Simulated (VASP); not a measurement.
Cu: single point with revPBE

Crystal: Cu.

```
Cu
1.0
    -1.43540    1.43540    1.43540
     1.43540   -1.43540    1.43540
     1.43540    1.43540   -1.43540
Cu
1
Direct
  0.00000 0.00000 0.00000
```

This cell differs from its parent crystal: volume scaled by 0.96.

```
Program             : VASP 6.6.1
Task                : single point
Functional          : revPBE
Potentials or basis : VASP PAW PBE potentials, release 64 (Cu)
Cutoff              : 520 eV
k mesh              : 17 × 17 × 17
Occupations         : fermi-dirac, width 0.1 eV
Spin                : no spin polarisation
```

| Item | Value |
| --- | --- |
| Pressure | 6.3 GPa |

Levels at points of the mesh, in eV from the Fermi level:
| k point | band 4 | band 5 | band 6 | band 7 | band 8 | band 9 |
| --- | --- | --- | --- | --- | --- | --- |
| (0.00, 0.00, 0.00) | -3.07 | -2.07 | -2.07 | 25.03 | 25.03 | 25.03 |

It took 14 s on 1 thread of AMD EPYC 7R13 Processor (Zen 3) (shared host), peak memory 0.1 GiB.

Caveat: the PAW data sets were made with another functional, which shifts forces and pressure a little.
